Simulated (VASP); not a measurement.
# SnSe (Fm-3m) in VASP: further runs

Runs on SnSe. Level: PBE. Tasks: relaxation of the atoms.

Everything below comes from runs of VASP 6.6.1. Logs are shortened: lines on timing, memory, paths and dates and some standing lists are left out, and cuts for length are marked.

### 1 The cell of the first run

The structure is cubic, space group Fm-3m (No. 225). The conventional cell has a = 6.060 Å, b = 6.060 Å, c = 6.060 Å, α = 90.00°, β = 90.00°, γ = 90.00°. Within 4.0 Å of Sn (site symmetry m-3m) lie 6 Se at 3.03 Å. Within 4.0 Å of Se (site symmetry m-3m) lie 6 Sn at 3.03 Å.

### 2 Relaxation of the atoms, PBE (27.82 Å³/atom)

Input file INCAR:

```
PREC = Accurate
ENCUT = 450
EDIFF = 1E-7
ISMEAR = -1
SIGMA = 0.02
LREAL = F
LASPH = T
NELM = 120
ALGO = Normal
ISIF = 2
LWAVE = F
LCHARG = F
GGA = PE
IBRION = 2
NSW = 80
EDIFFG = -0.02
GGA_COMPAT = F
NELMIN = 4
```

Input file KPOINTS:

```
regular mesh
0
Gamma
  13 13 13
```

Input file POSCAR:

```
SnSe
1.0
    0.0000000000      3.0299343558      3.0299343558
    3.0299343558      0.0000000000      3.0299343558
    3.0299343558      3.0299343558      0.0000000000
Sn Se
1 1
Direct
    0.0000000000      0.0000000000      0.0000000000
    0.5000000000      0.5000000000      0.5000000000
```

Potentials or basis: VASP PAW PBE potentials, release 64 (Sn_d, Se).

Started as:

```
$ cat potpaw_PBE.64/Sn_d/POTCAR potpaw_PBE.64/Se/POTCAR > POTCAR
$ mpirun -np 1 vasp_std > vasp.out
```

OUTCAR:

```text
PREC = Accurate
   ENCUT = 450
   EDIFF = 1E-7
   ISMEAR = -1
   LREAL = F
   LASPH = T
   NELM = 120
   ISIF = 2
   GGA = PE
   IBRION = 2
   NSW = 80
   EDIFFG = -0.02
   NELMIN = 4

 ion  position               nearest neighbor table
   1  0.000  0.000  0.000-   2 3.03   2 3.03   2 3.03   2 3.03   2 3.03   2 3.03
   2  0.500  0.500  0.500-   1 3.03   1 3.03   1 3.03   1 3.03   1 3.03   1 3.03

  LATTYP: Found a face centered cubic cell.
 ALAT       =     6.0598687116

  Lattice vectors:

 A1 = (   0.0000000000,   3.0299343558,   3.0299343558)
 A2 = (   3.0299343558,   0.0000000000,   3.0299343558)
 A3 = (   3.0299343558,   3.0299343558,   0.0000000000)

Analysis of symmetry for initial positions (statically):
=====================================================================
 Subroutine PRICEL returns:
 Original cell was already a primitive cell.

 Routine SETGRP: Setting up the symmetry group for a
 face centered cubic supercell.

 Subroutine GETGRP returns: Found 48 space group operations
 (whereof 48 operations were pure point group operations)
 out of a pool of 48 trial point group operations.

The static configuration has the point symmetry O_h .

Analysis of symmetry for dynamics (positions and initial velocities):
=====================================================================
 Subroutine PRICEL returns:
 Original cell was already a primitive cell.

 Routine SETGRP: Setting up the symmetry group for a
 face centered cubic supercell.

 Subroutine GETGRP returns: Found 48 space group operations
 (whereof 48 operations were pure point group operations)
 out of a pool of 48 trial point group operations.

The dynamic configuration has the point symmetry O_h .

 Subroutine INISYM returns: Found 48 space group operations
 (whereof 48 operations are pure point group operations),
 and found     1 'primitive' translations

----------------------------------------------------------------------------------------

                                     Primitive cell

  volume of cell :      55.6326

  direct lattice vectors                    reciprocal lattice vectors
     0.000000000  3.029934356  3.029934356    -0.165020077  0.165020077  0.165020077
     3.029934356  0.000000000  3.029934356     0.165020077 -0.165020077  0.165020077
     3.029934356  3.029934356  0.000000000     0.165020077  0.165020077 -0.165020077

  length of vectors
     4.284974259  4.284974259  4.284974259     0.285823157  0.285823157  0.285823157

  position of ions in fractional coordinates (direct lattice)
     0.000000000  0.000000000  0.000000000
     0.500000000  0.500000000  0.500000000

  ion indices of the primitive-cell ions
   primitive index   ion index
                 1           1
                 2           2

----------------------------------------------------------------------------------------

 KPOINTS: regular mesh

Automatic generation of k-mesh.
 Grid dimensions read from file:
 generate k-points for:   13   13   13

 Generating k-lattice:

  Cartesian coordinates                     Fractional coordinates (reciprocal lattice)
    -0.012693852  0.012693852  0.012693852     0.076923077  0.000000000  0.000000000
     0.012693852 -0.012693852  0.012693852     0.000000000  0.076923077  0.000000000
     0.012693852  0.012693852 -0.012693852     0.000000000  0.000000000  0.076923077

  Length of vectors
     0.021986397  0.021986397  0.021986397

  Shift w.r.t. Gamma in fractional coordinates (k-lattice)
     0.000000000  0.000000000  0.000000000

 Subroutine IBZKPT returns following result:
 ===========================================

 Found     84 irreducible k-points:

 Following reciprocal coordinates:
            Coordinates               Weight
  0.000000  0.000000  0.000000      1.000000
  0.076923  0.000000  0.000000      8.000000
  0.153846  0.000000  0.000000      8.000000
  0.230769  0.000000  0.000000      8.000000
  0.307692  0.000000  0.000000      8.000000
  0.384615  0.000000  0.000000      8.000000
[... 16 lines left out ...]
  0.384615  0.153846  0.000000     24.000000
  0.461538  0.153846  0.000000     24.000000
 [... further k-points ...]
   k-points           NKPTS =     84   k-points in BZ     NKDIM =     84   number of bands    NBANDS=     14
   number of dos      NEDOS =    301   number of ions     NIONS =      2
   total plane-waves  NPLWV =  27000
   dimension x,y,z NGX =    30 NGY =   30 NGZ =   30
   dimension x,y,z NGXF=    60 NGYF=   60 NGZF=   60
   ions per type =               1   1
   NGX,Y,Z   is equivalent  to a cutoff of  11.64, 11.64, 11.64 a.u.
   NGXF,Y,Z  is equivalent  to a cutoff of  23.28, 23.28, 23.28 a.u.
 SYSTEM =  unknown system
   PREC   = accura    normal or accurate (medium, high low for compatibility)
   ISTART =      0    job   : 0-new  1-cont  2-samecut
   ICHARG =      2    charge: 1-file 2-atom 10-const
   ISPIN  =      1    spin polarized calculation?
   LNONCOLLINEAR =      F non collinear calculations
   LSORBIT =      F    spin-orbit coupling
   LASPH  =      T    aspherical Exc in radial PAW
   ENCUT  =  450.0 eV  33.07 Ry    5.75 a.u.   7.41  7.41  7.41*2*pi/ulx,y,z
   NELM   =    120;   NELMIN=  4; NELMDL= -5     # of ELM steps
   EDIFF  = 0.1E-06   stopping-criterion for ELM
   LREAL  =      F    real-space projection
   EDIFFG = -.2E-01   stopping-criterion for IOM
   NSW    =     80    number of steps for IOM
   IBRION =      2    ionic relax: 0-MD 1-quasi-New 2-CG
   NFREE  =      1    steps in history (QN), initial steepest desc. (CG)
   ISIF   =      2    stress and relaxation
   ISYM   =      2    0-nonsym 1-usesym 2-fastsym
   POTIM  = 0.5000    time-step for ionic-motion
   TEBEG  =    0.0;   TEEND  =   0.0 temperature during run
   PSTRESS=    0.0 pullay stress
   NELECT =      20.0000    total number of electrons
   NUPDOWN=      -1.0000    fix difference up-down
   EMIN   =  10.00;   EMAX   =-10.00  energy-range for DOS
   EFERMI =   0.00;   METHOD = LEGACY
   ISMEAR =    -1;   SIGMA  =   0.02  broadening in eV -4-tet -1-fermi 0-gaus
   EFERMI_NEDOS =   21; number of points for ismear=-14 and -15
   IALGO  =     38    algorithm
   IMIX   =      4    mixing-type and parameters
     AMIX     =   0.40;   BMIX     =  1.00
     AMIX_MAG =   1.60;   BMIX_MAG =  1.00
  volume/ion in A,a.u.               =      27.82       187.71
  Fermi-wavevector in a.u.,A,eV,Ry     =   1.164059  2.199752 18.436344  1.355033
  Thomas-Fermi vector in A             =   2.300601
   LORBIT       =      0    0 simple, 1 ext, 2 COOP (PROOUT), +10 PAW based schemes
   GGA     = PE    functional components
   LHFCALC =     F    Hartree Fock is set to
   AEXX    =    0.0000 exact exchange contribution
   IVDW    =     0    specifies the selected vdW correction
   LEPSILON=     F    determine dielectric tensor
   LRPA    =     F    only Hartree local field effects (RPA)
 conjugate gradient relaxation of ions
 non-spin polarized calculation
  energy-cutoff  :      450.00
  volume of cell :       55.63
 maximum number of plane-waves:      1243
 NGX is ok and might be reduce to    30
   NGX = 15   NGY = 15   NGZ = 15

 number of electron      19.9999988 magnetization

 Free energy of the ion-electron system (eV)
  ---------------------------------------------------
  ext. energy  EPLUGINS =         0.00000000
  ---------------------------------------------------
  free energy    TOTEN  =        -8.21513573 eV

  energy without entropy =       -8.21513558  energy(sigma->0) =       -8.21513565

 E-fermi :   5.5525     XC(G=0):  -9.5064

 val. band max:        5.3247968679   @ k =  -0.3846   0.0769   0.0000
 cond. band min:       5.7855895500   @ k =  -0.4615   0.0769   0.0000
 fundamental gap:      0.4607926821
 Fermi energy:         5.5525077595

 k-point     1 :       0.0000    0.0000    0.0000
  band No.  band energies     occupation
      1     -16.2395      2.00000
      2     -16.2395      2.00000
      3     -16.2395      2.00000
      4     -16.2364      2.00000
      5     -16.2364      2.00000
      6      -8.3566      2.00000
      7       0.2447      2.00000
      8       3.2433      2.00000
      9       3.2433      2.00000
     10       3.2433      2.00000
     11       9.6144      0.00000
     12       9.6144      0.00000
     13       9.6144      0.00000
     14      11.2625      0.00000

 k-point     2 :       0.0769    0.0000    0.0000
  band No.  band energies     occupation
      1     -16.2394      2.00000
      2     -16.2391      2.00000
      3     -16.2391      2.00000
      4     -16.2365      2.00000
      5     -16.2365      2.00000
      6      -8.3162      2.00000
      7       0.0200      2.00000
      8       3.2504      2.00000
      9       3.2504      2.00000
     10       3.4241      2.00000
     11       9.2335      0.00000
     12       9.3059      0.00000
     13       9.3059      0.00000
     14      11.2482      0.00000

 k-point     3 :       0.1538    0.0000    0.0000
  band No.  band energies     occupation
      1     -16.2391      2.00000
      2     -16.2391      2.00000
      3     -16.2390      2.00000
      4     -16.2358      2.00000
      5     -16.2358      2.00000
      6      -8.1995      2.00000
      7      -0.5148      2.00000
      8       3.2735      2.00000
      9       3.2735      2.00000
     10       3.8301      2.00000
     11       8.4659      0.00000
     12       8.6537      0.00000
     13       8.6537      0.00000
     14      11.2521      0.00000
[... 324 lines left out ...]
 k-point    23 :       0.3846    0.1538    0.0000
  band No.  band energies     occupation
      1     -16.2462      2.00000
      2     -16.2387      2.00000
      3     -16.2387      2.00000
      4     -16.2311      2.00000
      5     -16.2277      2.00000
      6      -7.6349      2.00000
      7      -1.8248      2.00000
      8       2.6799      2.00000
      9       2.7461      2.00000
     10       4.1118      2.00000
     11       6.9583      0.00000
     12       8.2994      0.00000
     13       8.4926      0.00000
     14      10.8808      0.00000

 k-point    24 :       0.4615    0.1538    0.0000
  band No.  band energies     occupation
      1     -16.2470      2.00000
      2     -16.2401      2.00000
      3     -16.2371      2.00000
      4     -16.2301      2.00000
      5     -16.2266      2.00000
      6      -7.4696      2.00000
      7      -2.1872      2.00000
      8       2.4762      2.00000
      9       2.8648      2.00000
     10       4.1372      2.00000
     11       6.8937      0.00000
     12       7.7732      0.00000
     13       8.4245      0.00000
     14      11.6342      0.00000

 [... further k-points ...]
[... 5 lines left out ...]
  --------------------------------------------------------------------------------------
  -------------------------------------------------------------------------------------
  Total        0.0317077      0.0317077      0.0317077      0.0000000      0.0000000     -0.0000000
  in kB        0.9131576      0.9131576      0.9131576      0.0000000      0.0000000     -0.0000000
  external PRESSURE =       0.9131576 kB  Pullay stress =       0.0000000 kB

 VOLUME and BASIS-vectors are now :
 -----------------------------------------------------------------------------
  energy-cutoff  :      450.00
  volume of cell :       55.63
      direct lattice vectors                 reciprocal lattice vectors
     0.000000000  3.029934356  3.029934356    -0.165020077  0.165020077  0.165020077
     3.029934356  0.000000000  3.029934356     0.165020077 -0.165020077  0.165020077
     3.029934356  3.029934356  0.000000000     0.165020077  0.165020077 -0.165020077

 POSITION                                       TOTAL-FORCE (eV/Angst)
 -----------------------------------------------------------------------------------
      0.00000      0.00000      0.00000        -0.000000      0.000000      0.000000
      3.02993      3.02993      3.02993         0.000000     -0.000000     -0.000000
 -----------------------------------------------------------------------------------
    total drift:                               -0.000000      0.000000      0.000000

  FREE ENERGIE OF THE ION-ELECTRON SYSTEM (eV)
  ---------------------------------------------------
  free  energy   TOTEN  =        -8.2151357316 eV

  energy  without entropy=       -8.2151355753  energy(sigma->0) =       -8.21513565

 reached required accuracy - stopping structural energy minimisation
```

It took 90 s on 1 thread of Intel Xeon 8259CL, shared host; peak memory 0.21 GiB.

What came out:

- Free energy: -8.2151 eV
- Pressure after relaxing: 0.1 GPa

Final structure:
```
CELL_PARAMETERS angstrom
0.00000 3.02993 3.02993
3.02993 0.00000 3.02993
3.02993 3.02993 0.00000
ATOMIC_POSITIONS crystal
Sn 0.00000 0.00000 0.00000
Se 0.50000 0.50000 0.50000
```

Caveat: the relaxation stopped at its first step, so nothing moved; this odd mesh misses L, so gap, dielectric constants and Born charges aren't listed; spin-orbit coupling is left out, which moves the levels of the heavy elements.

[end of part 1 of 3]
